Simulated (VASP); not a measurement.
## Pt: single point with PBE

The system is Pt.

```
Pt
1.0
     0.00000    1.96090    1.96090
     1.96090    0.00000    1.96090
     1.96090    1.96090    0.00000
Pt
1
Direct
  0.00000 0.00000 0.00000
```

```yaml
Program: VASP 6.6.1
Task: single point
Functional: PBE
Potentials_or_basis: VASP PAW PBE potentials, release 64 (Pt)
Cutoff: 500 eV
k_mesh: 6 × 6 × 6
Occupations: methfessel-paxton, width 0.15 eV
Spin: no spin polarisation
Dipole_correction: no
Further_INCAR_settings: ALGO = Normal; EDIFF = 1e-06; NBANDS = 11
```

```yaml
Pressure: 6.7 GPa
Band_gap_on_the_k_mesh: zero (bands 5 and 6 overlap by 2.23 eV)
```

Levels at points of the mesh, in eV from the Fermi level:
```csv
k point,band 2,band 3,band 4,band 5,band 6,band 7,band 8,band 9
"(0.00, 0.00, 0.00)",-3.80,-3.80,-3.80,-1.65,-1.65,14.67,19.62,19.62
"(0.50, 0.00, 0.00)",-3.87,-3.87,-0.46,0.02,0.02,5.84,14.23,19.00
"(0.50, 0.50, 0.00)",-6.63,-0.02,0.47,0.47,1.80,8.88,11.41,11.41
```

It took 3.8 s on 1 thread of AMD EPYC 7R43 64-Core Processor (Zen 3), with other jobs on the host, peak memory 0.09 GiB.

Caveat: the k points lie up to 0.46 Å⁻¹ apart, too coarse for converged energies and pressures of a metal; spin-orbit coupling is left out, which moves the levels of the heavy elements.
